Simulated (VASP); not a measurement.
# BaTiO3 (P4mm) in VASP: a series of runs

Runs on BaTiO3. Level: r2SCAN. Tasks: single point.

Everything below comes from runs of VASP 6.6.1. Logs are shortened: lines on timing, memory, paths and dates and some standing lists are left out, and cuts for length are marked.

**1. The cell of the first run**

Symmetry: P4mm, No. 99, tetragonal system. The conventional cell has a = 4.091 Å, b = 4.091 Å, c = 3.989 Å, α = 90.00°, β = 90.00°, γ = 90.00°. Ba (site symmetry 4mm) has 12 O at 2.80 to 2.92 Å and 8 Ti at 3.47 to 3.56 Å within 3.7 Å. Ti (site symmetry 4mm) has 6 O at 1.77 to 2.22 Å within 2.3 Å. O (site symmetry 4mm) has 2 Ti at 1.77 to 2.22 Å within 2.3 Å. O (site symmetry 2mm) has 2 Ti at 2.05 Å and 4 Ba at 2.80 to 2.92 Å and 8 O at 2.81 to 2.90 Å within 3.0 Å.

**2. Single point, r2SCAN (strain +0.030 along x and y, -0.030 along z)**

Input file POSCAR:

```
BaTiO3
1.0
    4.0914863015      0.0000000000      0.0000000000
    0.0000000000      4.0914863015      0.0000000000
    0.0000000000      0.0000000000      3.9890110909
Ba Ti O
1 1 3
Direct
    0.0000000000      0.0000000000      0.9926109041
    0.5000000000      0.5000000000      0.4745255187
    0.5000000000      0.5000000000      0.0315737051
    0.5000000000      0.0000000000      0.5146449361
    0.0000000000      0.5000000000      0.5146449361
```

Input file INCAR.step1:

```
PREC = Accurate ; ENCUT = 520
ISMEAR = 0 ; SIGMA = 0.05
LREAL = False ; LASPH = True
NELM = 100 ; NBANDS = 28
GGA = PE ; ALGO = Normal
EDIFF = 1E-4 ; LWAVE = True
LCHARG = False
```

Input file INCAR.step2:

```
PREC = Accurate ; ENCUT = 520
EDIFF = 1E-7 ; ISMEAR = 0
SIGMA = 0.05 ; LREAL = False
LASPH = True ; NELM = 100
ALGO = Normal ; ISIF = 2
LWAVE = False ; LCHARG = False
METAGGA = R2SCAN ; LMIXTAU = True
NBANDS = 28 ; ISTART = 1
```

Input file KPOINTS:

```
regular mesh
0
Gamma
  8 8 8
```

Potentials or basis: VASP PAW PBE potentials, release 64 (Ba_sv, Ti_sv, O).

Launch:

```sh
cat potpaw_PBE.64/Ba_sv/POTCAR potpaw_PBE.64/Ti_sv/POTCAR potpaw_PBE.64/O/POTCAR > POTCAR
cp INCAR.step1 INCAR
mpirun -np 1 vasp_std > vasp.out
cp INCAR.step2 INCAR
mpirun -np 1 vasp_std > vasp.out
```

OUTCAR:

```text
PREC = Accurate
   ENCUT = 520
   EDIFF = 1E-7
   ISMEAR = 0
   LREAL = False
   LASPH = True
   NELM = 100
   ISIF = 2
   METAGGA = R2SCAN
   ISTART = 1

 ion  position               nearest neighbor table
   1  0.000  0.000  0.993-   4 2.80   5 2.80   5 2.80   4 2.80   3 2.90   3 2.90   3 2.90   3 2.90
                             4 2.92   5 2.92   5 2.92   4 2.92   2 3.47   2 3.47   2 3.47   2 3.47
   2  0.500  0.500  0.475-   3 1.77   4 2.05   5 2.05   4 2.05   5 2.05   3 2.22   1 3.47   1 3.47
                             1 3.47   1 3.47   1 3.56   1 3.56   1 3.56   1 3.56
   3  0.500  0.500  0.032-   2 1.77   2 2.22   1 2.90   1 2.90   1 2.90   1 2.90
   4  0.500  0.000  0.515-   2 2.05   2 2.05   1 2.80   1 2.80   1 2.92   1 2.92
   5  0.000  0.500  0.515-   2 2.05   2 2.05   1 2.80   1 2.80   1 2.92   1 2.92

  LATTYP: Found a simple tetragonal cell.
 ALAT       =     4.0914863015
 C/A-ratio  =     0.9749540380

  Lattice vectors:

 A1 = (   4.0914863015,   0.0000000000,   0.0000000000)
 A2 = (   0.0000000000,   4.0914863015,   0.0000000000)
 A3 = (   0.0000000000,   0.0000000000,   3.9890110909)

Analysis of symmetry for initial positions (statically):
=====================================================================
 Subroutine PRICEL returns:
 Original cell was already a primitive cell.

 Routine SETGRP: Setting up the symmetry group for a
 simple tetragonal supercell.

 Subroutine GETGRP returns: Found  8 space group operations
 (whereof  8 operations were pure point group operations)
 out of a pool of 16 trial point group operations.

The static configuration has the point symmetry C_4v.

Analysis of symmetry for dynamics (positions and initial velocities):
=====================================================================
 Subroutine PRICEL returns:
 Original cell was already a primitive cell.

 Routine SETGRP: Setting up the symmetry group for a
 simple tetragonal supercell.

 Subroutine GETGRP returns: Found  8 space group operations
 (whereof  8 operations were pure point group operations)
 out of a pool of 16 trial point group operations.

The dynamic configuration has the point symmetry C_4v.

 Subroutine INISYM returns: Found  8 space group operations
 (whereof  8 operations are pure point group operations),
 and found     1 'primitive' translations

----------------------------------------------------------------------------------------

                                     Primitive cell

  volume of cell :      66.7771

  direct lattice vectors                    reciprocal lattice vectors
     4.091486301  0.000000000  0.000000000     0.244409959  0.000000000  0.000000000
     0.000000000  4.091486301  0.000000000     0.000000000  0.244409959  0.000000000
     0.000000000  0.000000000  3.989011091     0.000000000  0.000000000  0.250688699

  length of vectors
     4.091486301  4.091486301  3.989011091     0.244409959  0.244409959  0.250688699

  position of ions in fractional coordinates (direct lattice)
     0.000000000  0.000000000  0.992610904
     0.500000000  0.500000000  0.474525519
     0.500000000  0.500000000  0.031573705
     0.500000000  0.000000000  0.514644936
     0.000000000  0.500000000  0.514644936

  ion indices of the primitive-cell ions
   primitive index   ion index
                 1           1
                 2           2
                 3           3
                 4           4
                 5           5

----------------------------------------------------------------------------------------

 KPOINTS: regular mesh

Automatic generation of k-mesh.
 Grid dimensions read from file:
 generate k-points for:    8    8    8

 Generating k-lattice:

  Cartesian coordinates                     Fractional coordinates (reciprocal lattice)
     0.030551245  0.000000000  0.000000000     0.125000000  0.000000000  0.000000000
     0.000000000  0.030551245  0.000000000     0.000000000  0.125000000  0.000000000
     0.000000000  0.000000000  0.031336087     0.000000000  0.000000000  0.125000000

  Length of vectors
     0.030551245  0.030551245  0.031336087

  Shift w.r.t. Gamma in fractional coordinates (k-lattice)
     0.000000000  0.000000000  0.000000000

 Subroutine IBZKPT returns following result:
 ===========================================

 Found     75 irreducible k-points:

 Following reciprocal coordinates:
            Coordinates               Weight
  0.000000  0.000000  0.000000      1.000000
  0.125000  0.000000  0.000000      4.000000
  0.250000  0.000000  0.000000      4.000000
  0.375000  0.000000  0.000000      4.000000
  0.500000  0.000000  0.000000      2.000000
  0.125000  0.125000  0.000000      4.000000
[... 16 lines left out ...]
  0.375000  0.125000  0.125000     16.000000
  0.500000  0.125000  0.125000      8.000000
 [... further k-points ...]
   k-points           NKPTS =     75   k-points in BZ     NKDIM =     75   number of bands    NBANDS=     28
   number of dos      NEDOS =    301   number of ions     NIONS =      5
   total plane-waves  NPLWV =  27000
   dimension x,y,z NGX =    30 NGY =   30 NGZ =   30
   dimension x,y,z NGXF=    60 NGYF=   60 NGZF=   60
   ions per type =               1   1   3
   NGX,Y,Z   is equivalent  to a cutoff of  12.19, 12.19, 12.50 a.u.
   NGXF,Y,Z  is equivalent  to a cutoff of  24.38, 24.38, 25.01 a.u.
 SYSTEM =  unknown system
   PREC   = accura    normal or accurate (medium, high low for compatibility)
   ISTART =      1    job   : 0-new  1-cont  2-samecut
   ICHARG =      0    charge: 1-file 2-atom 10-const
   ISPIN  =      1    spin polarized calculation?
   LNONCOLLINEAR =      F non collinear calculations
   LSORBIT =      F    spin-orbit coupling
   LASPH  =      T    aspherical Exc in radial PAW
   ENCUT  =  520.0 eV  38.22 Ry    6.18 a.u.   7.61  7.61  7.42*2*pi/ulx,y,z
   NELM   =    100;   NELMIN=  2; NELMDL=  0     # of ELM steps
   EDIFF  = 0.1E-06   stopping-criterion for ELM
   LREAL  =      F    real-space projection
   EDIFFG = 0.1E-05   stopping-criterion for IOM
   NSW    =      0    number of steps for IOM
   IBRION =     -1    ionic relax: 0-MD 1-quasi-New 2-CG
   NFREE  =      0    steps in history (QN), initial steepest desc. (CG)
   ISIF   =      2    stress and relaxation
   ISYM   =      2    0-nonsym 1-usesym 2-fastsym
   POTIM  = 0.5000    time-step for ionic-motion
   TEBEG  =    0.0;   TEEND  =   0.0 temperature during run
   PSTRESS=    0.0 pullay stress
   NELECT =      40.0000    total number of electrons
   NUPDOWN=      -1.0000    fix difference up-down
   EMIN   =  10.00;   EMAX   =-10.00  energy-range for DOS
   EFERMI =   0.00;   METHOD = LEGACY
   ISMEAR =     0;   SIGMA  =   0.05  broadening in eV -4-tet -1-fermi 0-gaus
   EFERMI_NEDOS =   21; number of points for ismear=-14 and -15
   IALGO  =     38    algorithm
   IMIX   =      4    mixing-type and parameters
     AMIX     =   0.40;   BMIX     =  1.00
     AMIX_MAG =   1.60;   BMIX_MAG =  1.00
  volume/ion in A,a.u.               =      13.36        90.13
  Fermi-wavevector in a.u.,A,eV,Ry     =   1.380021  2.607861 25.911722  1.904458
  Thomas-Fermi vector in A             =   2.504937
   LORBIT       =      0    0 simple, 1 ext, 2 COOP (PROOUT), +10 PAW based schemes
   METAGGA = R2SCAN    functional components
   LHFCALC =     F    Hartree Fock is set to
   AEXX    =    0.0000 exact exchange contribution
   IVDW    =     0    specifies the selected vdW correction
   LEPSILON=     F    determine dielectric tensor
   LRPA    =     F    only Hartree local field effects (RPA)
 non-spin polarized calculation
 Gauss-broadening in eV      SIGMA  =   0.05
  energy-cutoff  :      520.00
  volume of cell :       66.78
 maximum number of plane-waves:      1817
   NGX = 15   NGY = 15   NGZ = 15

 number of electron      40.0000000 magnetization

 Free energy of the ion-electron system (eV)
  ---------------------------------------------------
  ext. energy  EPLUGINS =         0.00000000
  ---------------------------------------------------
  free energy    TOTEN  =       -74.15624841 eV

  energy without entropy =      -74.15624841  energy(sigma->0) =      -74.15624841

 E-fermi :   3.6823     XC(G=0): -11.6698

 val. band max:        3.2968993417   @ k =   0.5000   0.5000   0.5000
 cond. band min:       5.4573331704   @ k =   0.0000   0.0000   0.0000
 fundamental gap:      2.1604338287
 Fermi energy:         3.6823144288

 k-point     1 :       0.0000    0.0000    0.0000
  band No.  band energies     occupation
      1     -55.5400      2.00000
      2     -30.8459      2.00000
      3     -30.6660      2.00000
      4     -30.6660      2.00000
      5     -22.3839      2.00000
      6     -14.6884      2.00000
[... 20 lines left out ...]
     27       8.8555      0.00000
     28      11.0183      0.00000

 k-point     2 :       0.1250    0.0000    0.0000
  band No.  band energies     occupation
      1     -55.5399      2.00000
      2     -30.8457      2.00000
      3     -30.6723      2.00000
      4     -30.6658      2.00000
      5     -22.3699      2.00000
      6     -14.7085      2.00000
[... 20 lines left out ...]
     27       9.1353      0.00000
     28      11.3672      0.00000

 k-point     3 :       0.2500    0.0000    0.0000
  band No.  band energies     occupation
      1     -55.5397      2.00000
      2     -30.8451      2.00000
      3     -30.6874      2.00000
      4     -30.6652      2.00000
      5     -22.3357      2.00000
      6     -14.7703      2.00000
[... 20 lines left out ...]
     27       9.8622      0.00000
     28      12.2373      0.00000

 k-point     4 :       0.3750    0.0000    0.0000
  band No.  band energies     occupation
      1     -55.5394      2.00000
      2     -30.8446      2.00000
      3     -30.7024      2.00000
      4     -30.6647      2.00000
      5     -22.3009      2.00000
      6     -14.8465      2.00000
[... 578 lines left out ...]
     27      10.3306      0.00000
     28      11.9797      0.00000

 k-point    23 :       0.3750    0.1250    0.1250
  band No.  band energies     occupation
      1     -55.5391      2.00000
      2     -30.8532      2.00000
      3     -30.7016      2.00000
      4     -30.6706      2.00000
      5     -22.2792      2.00000
      6     -14.7324      2.00000
[... 20 lines left out ...]
     27      11.1646      0.00000
     28      12.3714      0.00000

 k-point    24 :       0.5000    0.1250    0.1250
  band No.  band energies     occupation
      1     -55.5390      2.00000
      2     -30.8529      2.00000
      3     -30.7078      2.00000
      4     -30.6704      2.00000
      5     -22.2661      2.00000
      6     -14.7567      2.00000
[... 20 lines left out ...]
     27      11.5432      0.00000
     28      12.5688      0.00000

 [... further k-points ...]

------------------------ aborting loop because EDIFF is reached ----------------------------------------

  FORCE on cell =-STRESS in cart. coord.  units (eV):
  Direction    XX          YY          ZZ          XY          YZ          ZX
  --------------------------------------------------------------------------------------
  -------------------------------------------------------------------------------------
  Total       -2.5923154     -2.5923154      2.3862491      0.0000000      0.0000000      0.0000000
  in kB      -62.1972197    -62.1972197     57.2530879      0.0000000      0.0000000      0.0000000
  external PRESSURE =     -22.3804505 kB  Pullay stress =       0.0000000 kB

 VOLUME and BASIS-vectors are now :
 -----------------------------------------------------------------------------
  energy-cutoff  :      520.00
  volume of cell :       66.78
      direct lattice vectors                 reciprocal lattice vectors
     4.091486301  0.000000000  0.000000000     0.244409959  0.000000000  0.000000000
     0.000000000  4.091486301  0.000000000     0.000000000  0.244409959  0.000000000
     0.000000000  0.000000000  3.989011091     0.000000000  0.000000000  0.250688699

 POSITION                                       TOTAL-FORCE (eV/Angst)
 -----------------------------------------------------------------------------------
      0.00000      0.00000      3.95954         0.000000     -0.000000      0.058066
      2.04574      2.04574      1.89289         0.000000      0.000000      0.946508
      2.04574      2.04574      0.12595         0.000000     -0.000000     -0.888882
      2.04574      0.00000      2.05292         0.000000     -0.000000     -0.057846
      0.00000      2.04574      2.05292        -0.000000      0.000000     -0.057846
 -----------------------------------------------------------------------------------
    total drift:                                0.000000      0.000000     -0.006468

  FREE ENERGIE OF THE ION-ELECTRON SYSTEM (eV)
  ---------------------------------------------------
  free  energy   TOTEN  =       -74.1562484094 eV

  energy  without entropy=      -74.1562484094  energy(sigma->0) =      -74.15624841
```

Wall time 8.3 min (1 thread of Intel Xeon 6975P-C (Granite Rapids), shared host); peak memory 0.27 GiB.

What came out:

| Property | Result |
| --- | --- |
| Free energy | -74.1562 eV |
| Pressure | -2.2 GPa |
| Largest force | 0.947 eV/Å |
| Band gap on the k mesh | 2.16 eV (least direct gap 2.56 eV) |

Forces in eV/Å, atoms in the order of the input:
```
Ba   0.000  0.000  0.058
Ti   0.000  0.000  0.947
O    0.000  0.000 -0.889
O    0.000  0.000 -0.058
O    0.000  0.000 -0.058
```

Levels at points of the mesh, in eV from the valence-band top:
```
           k point  band 18  band 19  band 20  band 21  band 22  band 23
(0.00, 0.00, 0.00)    -0.58    -0.40    -0.40     2.16     2.74     2.74
(0.50, 0.00, 0.00)    -1.44    -1.26    -1.12     2.82     3.67     3.81
(0.50, 0.50, 0.00)    -1.34    -1.34    -0.10     3.84     3.84     4.11
(0.00, 0.00, 0.50)    -1.80    -0.71    -0.71     2.33     4.05     4.16
(0.50, 0.00, 0.50)    -0.85    -0.81    -0.28     3.71     4.17     4.34
(0.50, 0.50, 0.50)    -0.16    -0.16     0.00     4.31     4.55     4.55
```

Caveat: the cell differs from its parent crystal (strain +0.030 along x and y, -0.030 along z); the stress differs along the axes, from -6 to 6 GPa; the PAW data sets were made with another functional, which shifts forces and pressure a little; spin-orbit coupling is left out, which moves the levels of the heavy elements.

**3. Single point, r2SCAN (strain +0.030 along x and y, +0.000 along z)**

Edit POSCAR of step 2 so:

```diff
@@ -4,3 +4,3 @@
     0.0000000000      4.0914863015      0.0000000000
-    0.0000000000      0.0000000000      3.9890110909
+    0.0000000000      0.0000000000      4.1123825679
 Ba Ti O
```

INCAR.step1 is that of step 2.

Edit INCAR.step2 of step 2 so:

```diff
@@ -1,3 +1,3 @@
 PREC = Accurate ; ENCUT = 520
-EDIFF = 1E-7 ; ISMEAR = 0
+EDIFF = 1E-6 ; ISMEAR = 0
 SIGMA = 0.05 ; LREAL = False
```

KPOINTS is that of step 2.

Potentials or basis: VASP PAW PBE potentials, release 64 (Ba_sv, Ti_sv, O).

Launch:

```sh
cat potpaw_PBE.64/Ba_sv/POTCAR potpaw_PBE.64/Ti_sv/POTCAR potpaw_PBE.64/O/POTCAR > POTCAR
cp INCAR.step1 INCAR
mpirun -np 1 vasp_std > vasp.out
cp INCAR.step2 INCAR
mpirun -np 1 vasp_std > vasp.out
```

Run time: 6.1 min. Hardware: 1 thread of Intel Xeon 6975P-C (Granite Rapids), shared host; peak memory 0.28 GiB.

It converged, with:

```
Free energy            : -74.1669 eV
Pressure               : -7.3 GPa
Largest force          : 0.084 eV/Å
Band gap on the k mesh : 2.07 eV (least direct gap 2.54 eV)
```

Forces on the atoms (eV/Å):
```
Ba   0.000  0.000  0.003
Ti   0.000  0.000  0.033
O    0.000  0.000  0.084
O    0.000  0.000 -0.060
O    0.000  0.000 -0.060
```

Stress tensor (GPa, compression positive):
```
-9.03  0.00  0.00
 0.00 -9.03  0.00
 0.00  0.00 -3.95
```

Levels at points of the mesh, in eV from the valence-band top:
| k point | band 16 | band 17 | band 18 | band 19 | band 20 | band 21 | band 22 | band 23 | band 24 | band 25 |
| --- | --- | --- | --- | --- | --- | --- | --- | --- | --- | --- |
| (0.00, 0.00, 0.00) | -1.55 | -1.11 | -0.68 | -0.46 | -0.46 | 2.07 | 2.57 | 2.57 | 3.89 | 4.29 |
| (0.50, 0.00, 0.00) | -1.80 | -1.73 | -1.54 | -1.32 | -1.15 | 2.65 | 3.55 | 3.65 | 4.14 | 5.59 |
| (0.50, 0.50, 0.00) | -2.64 | -2.02 | -1.25 | -1.25 | -0.08 | 3.68 | 3.68 | 3.99 | 4.56 | 7.31 |
| (0.00, 0.00, 0.50) | -2.22 | -1.88 | -1.82 | -0.73 | -0.73 | 2.21 | 3.78 | 3.78 | 3.89 | 5.98 |
| (0.50, 0.00, 0.50) | -2.43 | -1.83 | -0.99 | -0.94 | -0.33 | 3.58 | 3.78 | 4.02 | 4.70 | 7.38 |
| (0.50, 0.50, 0.50) | -2.68 | -2.43 | -0.25 | -0.25 | 0.00 | 4.16 | 4.22 | 4.22 | 6.54 | 7.02 |

Caveat: the cell differs from its parent crystal (strain +0.030 along x and y, +0.000 along z); the stress differs along the axes, from -9 to -4 GPa; the PAW data sets were made with another functional, which shifts forces and pressure a little; spin-orbit coupling is left out, which moves the levels of the heavy elements.

**4. Single point, r2SCAN (strain -0.030 along x and y, -0.030 along z)**

Edit POSCAR of step 3 so:

```diff
@@ -2,5 +2,5 @@
 1.0
-    4.0914863015      0.0000000000      0.0000000000
-    0.0000000000      4.0914863015      0.0000000000
-    0.0000000000      0.0000000000      4.1123825679
+    3.8531472937      0.0000000000      0.0000000000
+    0.0000000000      3.8531472937      0.0000000000
+    0.0000000000      0.0000000000      3.9890110909
 Ba Ti O
```

Input file INCAR.step1:

```
PREC = Accurate
ENCUT = 520
ISMEAR = 0
SIGMA = 0.05
LREAL = F
LASPH = T
NELM = 60
NBANDS = 28
GGA = PE
ALGO = Normal
EDIFF = 1E-4
LWAVE = T
LCHARG = F
```

Input file INCAR.step2:

```
PREC = Accurate
ENCUT = 520
EDIFF = 1E-6
ISMEAR = 0
SIGMA = 0.05
LREAL = F
LASPH = T
NELM = 60
ALGO = Normal
ISIF = 2
LWAVE = F
LCHARG = F
METAGGA = R2SCAN
LMIXTAU = T
NBANDS = 28
ISTART = 1
```

KPOINTS is that of step 3.

Launch:

```sh
cat potpaw_PBE.64/Ba_sv/POTCAR potpaw_PBE.64/Ti_sv/POTCAR potpaw_PBE.64/O/POTCAR > POTCAR
cp INCAR.step1 INCAR
mpirun -np 1 vasp_std > vasp.out
cp INCAR.step2 INCAR
mpirun -np 1 vasp_std > vasp.out
```

It took 3.5 min on 1 thread of Intel Xeon 6975P-C (Granite Rapids), shared host; peak memory 0.26 GiB.

The run converged. Its results:

| Quantity | Value |
| --- | --- |
| Free energy | -73.8527 eV |
| Pressure | 22.2 GPa |
| Largest force | 1.411 eV/Å |
| Band gap on the k mesh | 2.42 eV (least direct gap 2.89 eV) |

Forces in eV/Å, atoms in the order of the input:
```
Ba   0.000  0.000  0.139
Ti   0.000  0.000  1.148
O    0.000  0.000 -1.411
O    0.000  0.000  0.062
O    0.000  0.000  0.062
```

Stress tensor (GPa, compression positive):
```
22.27  0.00  0.00
 0.00 22.27  0.00
 0.00  0.00 22.08
```

Levels at points of the mesh, in eV from the valence-band top:
| k point | band 16 | band 17 | band 18 | band 19 | band 20 | band 21 | band 22 | band 23 | band 24 | band 25 |
| --- | --- | --- | --- | --- | --- | --- | --- | --- | --- | --- |
| (0.00, 0.00, 0.00) | -1.78 | -1.49 | -0.66 | -0.46 | -0.46 | 2.42 | 2.97 | 2.97 | 5.08 | 5.24 |
| (0.50, 0.00, 0.00) | -2.25 | -2.09 | -1.82 | -1.43 | -1.24 | 3.10 | 4.41 | 4.50 | 5.15 | 7.06 |
| (0.50, 0.50, 0.00) | -3.30 | -1.96 | -1.07 | -1.07 | -0.08 | 4.55 | 4.55 | 4.96 | 5.51 | 8.85 |
| (0.00, 0.00, 0.50) | -2.25 | -2.25 | -2.14 | -0.75 | -0.75 | 2.60 | 4.42 | 4.42 | 5.09 | 7.38 |
| (0.50, 0.00, 0.50) | -3.03 | -1.82 | -1.06 | -1.00 | -0.46 | 4.44 | 4.46 | 4.79 | 6.10 | 8.71 |
| (0.50, 0.50, 0.50) | -2.54 | -2.54 | -0.37 | -0.37 | 0.00 | 5.12 | 5.12 | 5.22 | 7.38 | 7.63 |

Caveat: the cell differs from its parent crystal (strain -0.030 along x and y, -0.030 along z); the cell stands under pressure; the PAW data sets were made with another functional, which shifts forces and pressure a little; spin-orbit coupling is left out, which moves the levels of the heavy elements. A k mesh can miss the band edges.

[end of part 1 of 2]
